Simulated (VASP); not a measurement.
A run of VASP 6.6.1:

Contents of INCAR:

```
SYSTEM = RbMgH2
PREC     = Accurate       ! precision mode
ENCUT    = 520            ! plane-wave cutoff, eV
EDIFF    = 1E-6           ! SCF threshold, eV
ISMEAR   = 0              ! smearing method
SIGMA    = 0.1            ! smearing width, eV
LREAL    = .FALSE.        ! projectors in reciprocal space
LASPH    = .TRUE.         ! aspherical terms in the spheres
NELM     = 100            ! most SCF steps
ALGO     = Normal         ! electronic algorithm
ISIF     = 2              ! what is computed and relaxed
LWAVE    = .FALSE.        ! write WAVECAR
LCHARG   = .FALSE.        ! write CHGCAR
GGA      = PE             ! functional
NBANDS   = 14             ! bands
```

File KPOINTS:

```
regular mesh
0
G
  12 12 6
  0 0 0
```

POSCAR

```
RbMgH2
1.0
    4.7319937907      0.0000000000      0.0000000000
   -2.3659968953      4.0980268333      0.0000000000
    0.0000000000      0.0000000000      9.2019921387
Rb Mg H
1 1 2
Direct
    0.0000000000      0.0000000000      0.0000000000
    0.0000000000      0.0000000000      0.5000000000
    0.3333333333      0.6666666667      0.0000000000
    0.6666666667      0.3333333333      0.0000000000
```

Potentials or basis: VASP PAW PBE potentials, release 64 (Rb_sv, Mg, H).

Command:

```bash
$ cat potpaw_PBE.64/Rb_sv/POTCAR potpaw_PBE.64/Mg/POTCAR potpaw_PBE.64/H/POTCAR > POTCAR
$ mpirun -np 1 vasp_std > vasp.out
```

Hardware: 1 thread of AMD EPYC 7R43 64-Core Processor (Zen 3), on a shared host.

Estimate the wall time of this run.

Wall time 2.6 min on 1 thread of AMD EPYC 7R43 64-Core Processor (Zen 3), on a shared host, peak memory 0.38 GiB. Counts: scf iterations 15, k points 76.
